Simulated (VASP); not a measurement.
# Ir (P6_3/mmc) in VASP: notebook, part 2 of 2

VASP 6.6.1.

## Step 3: Single point, LDA

Input file INCAR:

```
  ALGO = Normal
  EDIFF = 1E-6
  ENCUT = 500
  GGA = CA
  GGA_COMPAT = F
  ISIF = 2
  ISMEAR = 0
  LASPH = T
  LCHARG = F
  LREAL = F
  LWAVE = F
  NBANDS = 16
  NELM = 120
  PREC = Accurate
  SIGMA = 0.15
```

Input file KPOINTS:

```
k-points
0
Gamma
  18 18 10
```

Input file POSCAR:

```
Ir
1.0
    2.7052686553      0.0000000000      0.0000000000
   -1.3526343277      2.3428313795      0.0000000000
    0.0000000000      0.0000000000      4.3862420605
Ir
2
Direct
    0.6666666667      0.3333333333      0.7500000000
    0.3333333333      0.6666666667      0.2500000000
```

Potentials or basis: VASP PAW LDA potentials, release 64 (Ir).

Run with:

```sh
$ cat potpaw_LDA.64/Ir/POTCAR > POTCAR
$ mpirun -np 1 vasp_std > vasp.out
```

OUTCAR:

```text
EDIFF = 1E-6
   ENCUT = 500
   GGA = CA
   ISIF = 2
   ISMEAR = 0
   LASPH = T
   LREAL = F
   NELM = 120
   PREC = Accurate

 ion  position               nearest neighbor table
   1  0.667  0.333  0.750-   2 2.69   2 2.69   2 2.69   2 2.69   2 2.69   2 2.69
   2  0.333  0.667  0.250-   1 2.69   1 2.69   1 2.69   1 2.69   1 2.69   1 2.69

  LATTYP: Found a hexagonal cell.
 ALAT       =     2.7052686553
 C/A-ratio  =     1.6213702295

  Lattice vectors:

 A1 = (   2.7052686553,   0.0000000000,   0.0000000000)
 A2 = (  -1.3526343277,   2.3428313795,   0.0000000000)
 A3 = (   0.0000000000,   0.0000000000,   4.3862420605)

Analysis of symmetry for initial positions (statically):
=====================================================================
 Subroutine PRICEL returns:
 Original cell was already a primitive cell.

 Routine SETGRP: Setting up the symmetry group for a
 hexagonal supercell.

 Subroutine GETGRP returns: Found 24 space group operations
 (whereof 12 operations were pure point group operations)
 out of a pool of 24 trial point group operations.

The static configuration has the point symmetry D_3d.
 The point group associated with its full space group is D_6h.

Analysis of symmetry for dynamics (positions and initial velocities):
=====================================================================
 Subroutine PRICEL returns:
 Original cell was already a primitive cell.

 Routine SETGRP: Setting up the symmetry group for a
 hexagonal supercell.

 Subroutine GETGRP returns: Found 24 space group operations
 (whereof 12 operations were pure point group operations)
 out of a pool of 24 trial point group operations.

The dynamic configuration has the point symmetry D_3d.
[... 101 lines left out ...]
   LREAL  =      F    real-space projection
[... 7 lines left out ...]
   TEBEG  =    0.0;   TEEND  =   0.0 temperature during run
   PSTRESS=    0.0 pullay stress
   NELECT =      18.0000    total number of electrons
   NUPDOWN=      -1.0000    fix difference up-down
   EMIN   =  10.00;   EMAX   =-10.00  energy-range for DOS
   EFERMI =   0.00;   METHOD = LEGACY
   ISMEAR =     0;   SIGMA  =   0.15  broadening in eV -4-tet -1-fermi 0-gaus
   EFERMI_NEDOS =   21; number of points for ismear=-14 and -15
   IALGO  =     38    algorithm
   IMIX   =      4    mixing-type and parameters
     AMIX     =   0.40;   BMIX     =  1.00
     AMIX_MAG =   1.60;   BMIX_MAG =  1.00
  volume/ion in A,a.u.               =      13.90        93.80
  Fermi-wavevector in a.u.,A,eV,Ry     =   1.416286  2.676393 27.291468  2.005866
  Thomas-Fermi vector in A             =   2.537636
   LORBIT       =      0    0 simple, 1 ext, 2 COOP (PROOUT), +10 PAW based schemes
   GGA     = CA    functional components
   LHFCALC =     F    Hartree Fock is set to
   AEXX    =    0.0000 exact exchange contribution
   IVDW    =     0    specifies the selected vdW correction
   LEPSILON=     F    determine dielectric tensor
   LRPA    =     F    only Hartree local field effects (RPA)
 non-spin polarized calculation
 Gauss-broadening in eV      SIGMA  =   0.15
  energy-cutoff  :      500.00
  volume of cell :       27.80
 maximum number of plane-waves:       732
 NGX is ok and might be reduce to    20
   NGX =  9   NGY =  9   NGZ = 15

 number of electron      18.0000001 magnetization

 Free energy of the ion-electron system (eV)
  ---------------------------------------------------
  ext. energy  EPLUGINS =         0.00000000
  ---------------------------------------------------
  free energy    TOTEN  =       -20.50847345 eV

  energy without entropy =      -20.48513395  energy(sigma->0) =      -20.49680370

 E-fermi :  10.7570     XC(G=0): -14.2405

 val. band max:       10.7543646237   @ k =   0.3889  -0.0000   0.0000
 cond. band min:      10.7598714156   @ k =   0.3333  -0.0000   0.4000
 fundamental gap:      0.0055067920
 Fermi energy:        10.7570162624

 k-point     1 :       0.0000    0.0000    0.0000
  band No.  band energies     occupation
      1      -0.6726      2.00000
      2       2.3420      2.00000
      3       6.6565      2.00000
      4       6.7621      2.00000
      5       6.7621      2.00000
      6       7.4459      2.00000
[... 433 lines left out ...]
      3       3.7339      2.00000
      4       6.3563      2.00000
      5       6.5917      2.00000
      6       7.0572      2.00000
[... 8 lines left out ...]
     15      21.5505      0.00000
     16      24.2962      0.00000

 [... further k-points ...]
[... 5 lines left out ...]
  --------------------------------------------------------------------------------------
  -------------------------------------------------------------------------------------
  Total        0.4465380      0.4465380      0.4526083     -0.0000000      0.0000000      0.0000000
  in kB       25.7350476     25.7350476     26.0848938     -0.0000000      0.0000000      0.0000000
  external PRESSURE =      25.8516630 kB  Pullay stress =       0.0000000 kB

 VOLUME and BASIS-vectors are now :
 -----------------------------------------------------------------------------
  energy-cutoff  :      500.00
  volume of cell :       27.80
      direct lattice vectors                 reciprocal lattice vectors
     2.705268655  0.000000000  0.000000000     0.369649054  0.213416981  0.000000000
    -1.352634328  2.342831380  0.000000000     0.000000000  0.426833962  0.000000000
     0.000000000  0.000000000  4.386242060     0.000000000  0.000000000  0.227985594

 POSITION                                       TOTAL-FORCE (eV/Angst)
 -----------------------------------------------------------------------------------
      1.35263      0.78094      3.28968        -0.000000      0.000000      0.000000
     -0.00000      1.56189      1.09656         0.000000     -0.000000      0.000000
 -----------------------------------------------------------------------------------
    total drift:                               -0.000000      0.000000     -0.000000

  FREE ENERGIE OF THE ION-ELECTRON SYSTEM (eV)
  ---------------------------------------------------
  free  energy   TOTEN  =       -20.5084734472 eV

  energy  without entropy=      -20.4851339528  energy(sigma->0) =      -20.49680370
```

stdout:

```text
POSCAR found type information on POSCAR Ir
 POSCAR found :  1 types and       2 ions
 scaLAPACK will be used
 LDA part: xc-table for (Slater(with rela. corr.)+CA(PZ))
 , standard interpolation
 POSCAR, INCAR and KPOINTS ok, starting setup
 FFT: planning ... GRIDC
 FFT: planning ... GRID_SOFT
 FFT: planning ... GRID
 WAVECAR not read
 entering main loop
```

It took 26 s on 1 thread of Intel Xeon 6975P-C (Granite Rapids), shared host; peak memory 0.19 GiB.

What came out:

```
Free energy            : -20.5085 eV
Pressure               : 2.6 GPa
Band gap on the k mesh : zero (band 9 reaches 11.77 eV, above the bottom of band 10 at 8.30 eV)
```

Levels at points of the mesh, in eV from the Fermi level:
| k point | band 5 | band 6 | band 7 | band 8 | band 9 | band 10 | band 11 | band 12 | band 13 | band 14 |
| --- | --- | --- | --- | --- | --- | --- | --- | --- | --- | --- |
| (0.00, 0.00, 0.00) | -3.99 | -3.31 | -3.31 | -2.48 | -2.48 | -0.83 | 0.27 | 0.27 | 7.25 | 14.23 |
| (0.50, 0.00, 0.00) | -3.69 | -3.54 | -3.10 | 0.73 | 1.01 | 1.17 | 3.04 | 4.53 | 8.37 | 10.48 |
| (0.00, 0.00, 0.50) | -4.12 | -4.12 | -4.12 | -4.12 | -0.50 | -0.50 | -0.50 | -0.50 | 13.66 | 13.66 |
| (0.50, 0.00, 0.50) | -2.23 | -2.23 | -1.01 | -1.01 | 0.99 | 0.99 | 2.07 | 2.07 | 7.86 | 7.86 |

Caveat: spin-orbit coupling is left out, which moves the levels of the heavy elements.

## Step 4: Relaxation of cell and atoms, LDA

Input file INCAR:

```
SYSTEM = Ir
PREC = Accurate
ENCUT = 500
EDIFF = 1E-7
ISMEAR = 0
SIGMA = 0.1
LREAL = .FALSE.
LASPH = .TRUE.
NELM = 120
ALGO = Normal
ISIF = 3
LWAVE = .FALSE.
LCHARG = .FALSE.
IBRION = 2
NSW = 100
EDIFFG = -0.005
GGA_COMPAT = .FALSE.
NELMIN = 4
```

Input file KPOINTS:

```
Automatic mesh
0
G
  18 18 10
  0 0 0
```

Input file POSCAR:

```
Ir
1.0
    2.7033314881      0.0000000000      0.0000000000
   -1.3516657441      2.3411537436      0.0000000000
    0.0000000000      0.0000000000      4.3869804137
Ir
2
Direct
    0.6666666667      0.3333333333      0.7500000000
    0.3333333333      0.6666666667      0.2500000000
```

Run with:

```sh
$ cat potpaw_LDA.64/Ir/POTCAR > POTCAR
$ mpirun -np 1 vasp_std > vasp.out
```

Run time: 72 s. Hardware: 1 thread of Intel Xeon 6975P-C (Granite Rapids), shared host; peak memory 0.19 GiB.

It converged, with:

| Property | Result |
| --- | --- |
| Free energy | -20.5035 eV |
| Relaxed volume | 13.99 Å³/atom |
| Relaxed cell | a = 2.711 Å, b = 2.711 Å, c = 4.395 Å, α = 90.00°, β = 90.00°, γ = 120.00° |
| Space group after relaxing (to 0.05 Å) | P6_3/mmc (No. 194) |
| Energy gained by relaxing | 1.0 meV/atom |
| Ionic steps | 6 |
| Pressure after relaxing | 0.0 GPa |
| Band gap on the k mesh | zero (band 9 reaches 11.65 eV, above the bottom of band 10 at 8.22 eV) |

The path:
```
step  energy change (eV)  largest force (eV/Å)  pressure (GPa)  volume (Å³)
   1              0.0000                0.0000            3.04        27.76
   2              0.0294                0.0000          -11.29        28.84
   3             -0.0020                0.0000           -0.05        27.98
   4             -0.0020                0.0000            0.00        27.97
   5             -0.0020                0.0000            0.02        27.97
   6             -0.0020                0.0000            0.02        27.97
```

Final structure:
```
Ir
1.0
     2.71099    0.00000    0.00000
    -1.35549    2.34779    0.00000
     0.00000    0.00000    4.39466
Ir
2
Cartesian
  1.3555 0.7826 3.2960
  0.0000 1.5652 1.0987
```

Levels at points of the mesh, in eV from the Fermi level:
```csv
k point,band 5,band 6,band 7,band 8,band 9,band 10,band 11,band 12,band 13
"(0.00, 0.00, 0.00)",-3.96,-3.28,-3.28,-2.46,-2.46,-0.81,0.27,0.27,7.19
"(0.50, 0.00, 0.00)",-3.66,-3.51,-3.07,0.72,1.00,1.16,3.02,4.50,8.33
"(0.00, 0.00, 0.50)",-4.08,-4.08,-4.08,-4.08,-0.49,-0.49,-0.49,-0.49,13.66
"(0.50, 0.00, 0.50)",-2.21,-2.21,-1.00,-1.00,0.98,0.98,2.06,2.06,7.80
```

Caveat: spin-orbit coupling is left out, which moves the levels of the heavy elements.

## Step 5: The runs side by side

```tsv
task	cell	smearing	gap on the mesh (eV)	pressure (GPa)
single point	a = 2.705, b = 2.705, c = 4.386 Å, angles 90.0, 90.0, 120.0°, 2 atoms	gaussian 0.1 eV	none	2.5
single point	a = 2.705, b = 2.705, c = 4.386 Å, angles 90.0, 90.0, 120.0°, 2 atoms	gaussian 0.15 eV	none	2.6
relaxation of cell and atoms	relaxed from a = 2.703, b = 2.703, c = 4.387 Å, angles 90.0, 90.0, 120.0°, 2 atoms	gaussian 0.1 eV	none	0.0
```

Alike in all rows: level LDA; potentials or basis VASP PAW LDA potentials, release 64 (Ir); no spin polarisation; k mesh 18 × 18 × 10; cutoff (eV) 500.

Caveats: spin-orbit coupling is left out, which moves the levels of the heavy elements.

Total energies depend on the potentials used, so only differences within one code and one set of settings carry meaning.
